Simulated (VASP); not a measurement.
# Se (P3_121) in VASP: a series of runs

Se is run at these levels: PBE; tasks: single point.

Program: VASP 6.6.1. These are calculated values, not measurements. Logs are shortened: lines on timing, memory, paths and dates and some standing lists are left out, and cuts for length are marked.

### 1 The cell of the first run

It takes space group P3_121 (No. 152, trigonal). Conventional cell: a = 4.520 Å, b = 4.520 Å, c = 5.045 Å, α = 90.00°, β = 90.00°, γ = 120.00°. Se (site symmetry 2) has 2 Se at 2.40 Å within 3.2 Å.

### 2 Single point, PBE

INCAR

```
PREC = Accurate ; ENCUT = 520
EDIFF = 1E-7 ; ISMEAR = -1
SIGMA = 0.05 ; LREAL = False
LASPH = True ; NELM = 60
ALGO = Normal ; ISIF = 2
LWAVE = False ; LCHARG = False
GGA = PE ; NBANDS = 16
```

KPOINTS

```
Automatic mesh
0
Gamma
  8 8 6
```

POSCAR

```
Se
1.0
    4.5203796332      0.0000000000      0.0000000000
   -2.2601898166      3.9147635971      0.0000000000
    0.0000000000      0.0000000000      5.0453124951
Se
3
Direct
    0.2189274285      0.0000000000      0.3333333333
    1.0000000000      0.2189274285      0.6666666667
    0.7810725715      0.7810725715      0.0000000000
```

Potentials or basis: VASP PAW PBE potentials, release 64 (Se).

Launch:

```sh
cat potpaw_PBE.64/Se/POTCAR > POTCAR
mpirun -np 1 vasp_std > vasp.out
```

OUTCAR:

```text
PREC = Accurate
   ENCUT = 520
   EDIFF = 1E-7
   ISMEAR = -1
   LREAL = False
   LASPH = True
   NELM = 60
   ISIF = 2
   GGA = PE

 ion  position               nearest neighbor table
   1  0.219  0.000  0.333-   3 2.40   2 2.40
   2  0.000  0.219  0.667-   3 2.40   1 2.40
   3  0.781  0.781  0.000-   2 2.40   1 2.40

  LATTYP: Found a hexagonal cell.
 ALAT       =     4.5203796332
 C/A-ratio  =     1.1161258355

  Lattice vectors:

 A1 = (   4.5203796332,   0.0000000000,   0.0000000000)
 A2 = (  -2.2601898166,   3.9147635971,   0.0000000000)
 A3 = (   0.0000000000,   0.0000000000,   5.0453124951)

Analysis of symmetry for initial positions (statically):
=====================================================================
 Subroutine PRICEL returns:
 Original cell was already a primitive cell.

 Routine SETGRP: Setting up the symmetry group for a
 hexagonal supercell.

 Subroutine GETGRP returns: Found  6 space group operations
 (whereof  2 operations were pure point group operations)
 out of a pool of 24 trial point group operations.

The static configuration has the point symmetry C_2 .
 The point group associated with its full space group is D_3 .

Analysis of symmetry for dynamics (positions and initial velocities):
=====================================================================
 Subroutine PRICEL returns:
 Original cell was already a primitive cell.

 Routine SETGRP: Setting up the symmetry group for a
 hexagonal supercell.

 Subroutine GETGRP returns: Found  6 space group operations
 (whereof  2 operations were pure point group operations)
 out of a pool of 24 trial point group operations.

The dynamic configuration has the point symmetry C_2 .
 The point group associated with its full space group is D_3 .

 Subroutine INISYM returns: Found  6 space group operations
 (whereof  2 operations are pure point group operations),
 and found     1 'primitive' translations

----------------------------------------------------------------------------------------

                                     Primitive cell

  volume of cell :      89.2829

  direct lattice vectors                    reciprocal lattice vectors
     4.520379633  0.000000000  0.000000000     0.221220358  0.127721633  0.000000000
    -2.260189817  3.914763597  0.000000000     0.000000000  0.255443266  0.000000000
     0.000000000  0.000000000  5.045312495     0.000000000  0.000000000  0.198203778

  length of vectors
     4.520379633  4.520379633  5.045312495     0.255443266  0.255443266  0.198203778

  position of ions in fractional coordinates (direct lattice)
     0.218927429  0.000000000  0.333333333
     0.000000000  0.218927429  0.666666667
     0.781072571  0.781072571  0.000000000

  ion indices of the primitive-cell ions
   primitive index   ion index
                 1           1
                 2           2
                 3           3

----------------------------------------------------------------------------------------

 KPOINTS: Automatic mesh

Automatic generation of k-mesh.
 Grid dimensions read from file:
 generate k-points for:    8    8    6

 Generating k-lattice:

  Cartesian coordinates                     Fractional coordinates (reciprocal lattice)
     0.027652545  0.015965204  0.000000000     0.125000000  0.000000000  0.000000000
     0.000000000  0.031930408  0.000000000     0.000000000  0.125000000  0.000000000
     0.000000000  0.000000000  0.033033963     0.000000000  0.000000000  0.166666667

  Length of vectors
     0.031930408  0.031930408  0.033033963

  Shift w.r.t. Gamma in fractional coordinates (k-lattice)
     0.000000000  0.000000000  0.000000000

 Subroutine IBZKPT returns following result:
 ===========================================

 Found     50 irreducible k-points:

 Following reciprocal coordinates:
            Coordinates               Weight
  0.000000  0.000000  0.000000      1.000000
  0.125000  0.000000  0.000000      6.000000
  0.250000  0.000000  0.000000      6.000000
  0.375000  0.000000  0.000000      6.000000
  0.500000  0.000000  0.000000      3.000000
  0.125000  0.125000  0.000000      6.000000
[... 16 lines left out ...]
 -0.125000  0.500000  0.166667     12.000000
  0.250000  0.250000  0.166667     12.000000
 [... further k-points ...]
   k-points           NKPTS =     50   k-points in BZ     NKDIM =     50   number of bands    NBANDS=     16
   number of dos      NEDOS =    301   number of ions     NIONS =      3
   total plane-waves  NPLWV =  51840
   dimension x,y,z NGX =    36 NGY =   36 NGZ =   40
   dimension x,y,z NGXF=    72 NGYF=   72 NGZF=   80
   ions per type =               3
   NGX,Y,Z   is equivalent  to a cutoff of  13.24, 13.24, 13.18 a.u.
   NGXF,Y,Z  is equivalent  to a cutoff of  26.48, 26.48, 26.36 a.u.
 SYSTEM =  unknown system
   PREC   = accura    normal or accurate (medium, high low for compatibility)
   ISTART =      0    job   : 0-new  1-cont  2-samecut
   ICHARG =      2    charge: 1-file 2-atom 10-const
   ISPIN  =      1    spin polarized calculation?
   LNONCOLLINEAR =      F non collinear calculations
   LSORBIT =      F    spin-orbit coupling
   LASPH  =      T    aspherical Exc in radial PAW
   ENCUT  =  520.0 eV  38.22 Ry    6.18 a.u.   8.40  8.40  9.38*2*pi/ulx,y,z
   NELM   =     60;   NELMIN=  2; NELMDL= -5     # of ELM steps
   EDIFF  = 0.1E-06   stopping-criterion for ELM
   LREAL  =      F    real-space projection
   EDIFFG = 0.1E-05   stopping-criterion for IOM
   NSW    =      0    number of steps for IOM
   IBRION =     -1    ionic relax: 0-MD 1-quasi-New 2-CG
   NFREE  =      0    steps in history (QN), initial steepest desc. (CG)
   ISIF   =      2    stress and relaxation
   ISYM   =      2    0-nonsym 1-usesym 2-fastsym
   POTIM  = 0.5000    time-step for ionic-motion
   TEBEG  =    0.0;   TEEND  =   0.0 temperature during run
   PSTRESS=    0.0 pullay stress
   NELECT =      18.0000    total number of electrons
   NUPDOWN=      -1.0000    fix difference up-down
   EMIN   =  10.00;   EMAX   =-10.00  energy-range for DOS
   EFERMI =   0.00;   METHOD = LEGACY
   ISMEAR =    -1;   SIGMA  =   0.05  broadening in eV -4-tet -1-fermi 0-gaus
   EFERMI_NEDOS =   21; number of points for ismear=-14 and -15
   IALGO  =     38    algorithm
   IMIX   =      4    mixing-type and parameters
     AMIX     =   0.40;   BMIX     =  1.00
     AMIX_MAG =   1.60;   BMIX_MAG =  1.00
  volume/ion in A,a.u.               =      29.76       200.84
  Fermi-wavevector in a.u.,A,eV,Ry     =   0.959937  1.814018 12.537489  0.921479
  Thomas-Fermi vector in A             =   2.089177
   LORBIT       =      0    0 simple, 1 ext, 2 COOP (PROOUT), +10 PAW based schemes
   GGA     = PE    functional components
   LHFCALC =     F    Hartree Fock is set to
   AEXX    =    0.0000 exact exchange contribution
   IVDW    =     0    specifies the selected vdW correction
   LEPSILON=     F    determine dielectric tensor
   LRPA    =     F    only Hartree local field effects (RPA)
 non-spin polarized calculation
  energy-cutoff  :      520.00
  volume of cell :       89.28
 maximum number of plane-waves:      2461
 NGX is ok and might be reduce to    36
   NGX = 17   NGY = 17   NGZ = 19

 number of electron      18.0000001 magnetization

 Free energy of the ion-electron system (eV)
  ---------------------------------------------------
  ext. energy  EPLUGINS =         0.00000000
  ---------------------------------------------------
  free energy    TOTEN  =       -10.51074031 eV

  energy without entropy =      -10.51073981  energy(sigma->0) =      -10.51074006

 E-fermi :   2.4045     XC(G=0):  -8.4307

 val. band max:        1.8410386566   @ k =   0.5000   0.0000   0.5000
 cond. band min:       2.9708904658   @ k =   0.3750   0.2500   0.5000
 fundamental gap:      1.1298518092
 Fermi energy:         2.4044924932

 k-point     1 :       0.0000    0.0000    0.0000
  band No.  band energies     occupation
      1     -13.5354      2.00000
      2      -9.7180      2.00000
      3      -9.7180      2.00000
      4      -1.8825      2.00000
      5      -1.8825      2.00000
      6      -1.5821      2.00000
[... 8 lines left out ...]
     15       8.4906      0.00000
     16      10.2792      0.00000

 k-point     2 :       0.1250    0.0000    0.0000
  band No.  band energies     occupation
      1     -13.4887      2.00000
      2      -9.7631      2.00000
      3      -9.7157      2.00000
      4      -2.2040      2.00000
      5      -2.0273      2.00000
      6      -1.4792      2.00000
[... 8 lines left out ...]
     15       8.8402      0.00000
     16      10.2393      0.00000

 k-point     3 :       0.2500    0.0000    0.0000
  band No.  band energies     occupation
      1     -13.3688      2.00000
      2      -9.8855      2.00000
      3      -9.7099      2.00000
      4      -2.6162      2.00000
      5      -2.2777      2.00000
      6      -1.4384      2.00000
[... 8 lines left out ...]
     15       9.7178      0.00000
     16      10.6141      0.00000

 k-point     4 :       0.3750    0.0000    0.0000
  band No.  band energies     occupation
      1     -13.2362      2.00000
      2     -10.0291      2.00000
      3      -9.7037      2.00000
      4      -2.8420      2.00000
      5      -2.4735      2.00000
      6      -1.3696      2.00000
[... 8 lines left out ...]
     15      10.6436      0.00000
     16      11.4309      0.00000

 k-point     5 :       0.5000    0.0000    0.0000
  band No.  band energies     occupation
      1     -13.1766      2.00000
      2     -10.0956      2.00000
      3      -9.7010      2.00000
      4      -2.8998      2.00000
      5      -2.5490      2.00000
      6      -1.2455      2.00000
[... 8 lines left out ...]
     15      11.3154      0.00000
     16      11.4057      0.00000

 k-point     6 :       0.1250    0.1250    0.0000
  band No.  band energies     occupation
      1     -13.4052      2.00000
      2      -9.8385      2.00000
      3      -9.7209      2.00000
      4      -2.4852      2.00000
      5      -2.2771      2.00000
      6      -1.3941      2.00000
[... 8 lines left out ...]
     15       9.3408      0.00000
     16      10.2772      0.00000

 k-point     7 :       0.2500    0.1250    0.0000
  band No.  band energies     occupation
      1     -13.2770      2.00000
      2      -9.9563      2.00000
      3      -9.7350      2.00000
      4      -2.7411      2.00000
      5      -2.4998      2.00000
      6      -1.3187      2.00000
[... 8 lines left out ...]
     15      10.1265      0.00000
     16      10.9058      0.00000

 k-point     8 :       0.3750    0.1250    0.0000
  band No.  band energies     occupation
      1     -13.1778      2.00000
      2     -10.0536      2.00000
      3      -9.7453      2.00000
      4      -2.8604      2.00000
      5      -2.6003      2.00000
      6      -1.1890      2.00000
[... 8 lines left out ...]
     15      10.8505      0.00000
     16      11.3333      0.00000

 k-point     9 :       0.2500    0.2500    0.0000
  band No.  band energies     occupation
      1     -13.1790      2.00000
      2      -9.9935      2.00000
      3      -9.8077      2.00000
      4      -2.7903      2.00000
      5      -2.6833      2.00000
      6      -1.1112      2.00000
[... 8 lines left out ...]
     15      10.4236      0.00000
     16      11.0555      0.00000
[... 172 lines left out ...]
 k-point    19 :       0.1250    0.1250    0.1667
  band No.  band energies     occupation
      1     -13.2844      2.00000
      2     -10.7110      2.00000
      3      -8.9178      2.00000
      4      -2.5778      2.00000
      5      -2.3204      2.00000
      6      -1.3171      2.00000
[... 8 lines left out ...]
     15       9.2309      0.00000
     16      10.2581      0.00000

 k-point    20 :       0.2500    0.1250    0.1667
  band No.  band energies     occupation
      1     -13.1599      2.00000
      2     -10.6999      2.00000
      3      -9.0805      2.00000
      4      -2.8062      2.00000
      5      -2.5547      2.00000
      6      -1.2344      2.00000
[... 8 lines left out ...]
     15       9.7879      0.00000
     16      10.8495      0.00000

 k-point    21 :      -0.1250    0.3750    0.1667
  band No.  band energies     occupation
      1     -13.1589      2.00000
      2     -10.7109      2.00000
      3      -9.0604      2.00000
      4      -2.8423      2.00000
      5      -2.6259      2.00000
      6      -1.3410      2.00000
[... 8 lines left out ...]
     15      10.0753      0.00000
     16      11.1310      0.00000

 k-point    22 :       0.3750    0.1250    0.1667
  band No.  band energies     occupation
      1     -13.0632      2.00000
      2     -10.7037      2.00000
      3      -9.1898      2.00000
      4      -2.8993      2.00000
      5      -2.7745      2.00000
      6      -1.2649      2.00000
[... 8 lines left out ...]
     15      10.3962      0.00000
     16      11.1696      0.00000

 k-point    23 :      -0.1250    0.5000    0.1667
  band No.  band energies     occupation
      1     -13.0624      2.00000
      2     -10.7125      2.00000
      3      -9.1748      2.00000
      4      -2.9451      2.00000
      5      -2.7932      2.00000
      6      -1.3624      2.00000
[... 8 lines left out ...]
     15      10.7696      0.00000
     16      11.3916      0.00000

 k-point    24 :       0.2500    0.2500    0.1667
  band No.  band energies     occupation
      1     -13.0638      2.00000
      2     -10.7024      2.00000
      3      -9.1878      2.00000
      4      -2.9577      2.00000
      5      -2.7507      2.00000
      6      -1.2286      2.00000
[... 8 lines left out ...]
     15      10.3659      0.00000
     16      11.2439      0.00000

 [... further k-points ...]
[... 5 lines left out ...]
  --------------------------------------------------------------------------------------
  -------------------------------------------------------------------------------------
  Total        0.0444837      0.0444837      0.0619681      0.0000000      0.0000000      0.0000000
  in kB        0.7982568      0.7982568      1.1120135      0.0000000      0.0000000      0.0000000
  external PRESSURE =       0.9028424 kB  Pullay stress =       0.0000000 kB

 VOLUME and BASIS-vectors are now :
 -----------------------------------------------------------------------------
  energy-cutoff  :      520.00
  volume of cell :       89.28
      direct lattice vectors                 reciprocal lattice vectors
     4.520379633  0.000000000  0.000000000     0.221220358  0.127721633  0.000000000
    -2.260189817  3.914763597  0.000000000     0.000000000  0.255443266  0.000000000
     0.000000000  0.000000000  5.045312495     0.000000000  0.000000000  0.198203778

 POSITION                                       TOTAL-FORCE (eV/Angst)
 -----------------------------------------------------------------------------------
      0.98964      0.00000      1.68177         0.022403     -0.000000      0.000000
     -0.49482      0.85705      3.36354        -0.011201      0.019401     -0.000000
      1.76537      3.05771      0.00000        -0.011201     -0.019401     -0.000000
 -----------------------------------------------------------------------------------
    total drift:                                0.000000      0.000001     -0.000000

  FREE ENERGIE OF THE ION-ELECTRON SYSTEM (eV)
  ---------------------------------------------------
  free  energy   TOTEN  =       -10.5107403073 eV

  energy  without entropy=      -10.5107398052  energy(sigma->0) =      -10.51074006
```

It took 2.4 min on 1 thread of AMD EPYC 7R13, shared host; peak memory 0.21 GiB.

Results:

* Free energy: -10.5107 eV
* Pressure: 0.1 GPa
* Largest force: 0.022 eV/Å
* Band gap on the k mesh: 1.13 eV, indirect (least direct gap 1.22 eV)

Forces in eV/Å, atoms in the order of the input:
```
Se   0.022  0.000  0.000
Se  -0.011  0.019  0.000
Se  -0.011 -0.019  0.000
```

A k mesh can miss the band edges.

(Continued in part 2 of 2.)
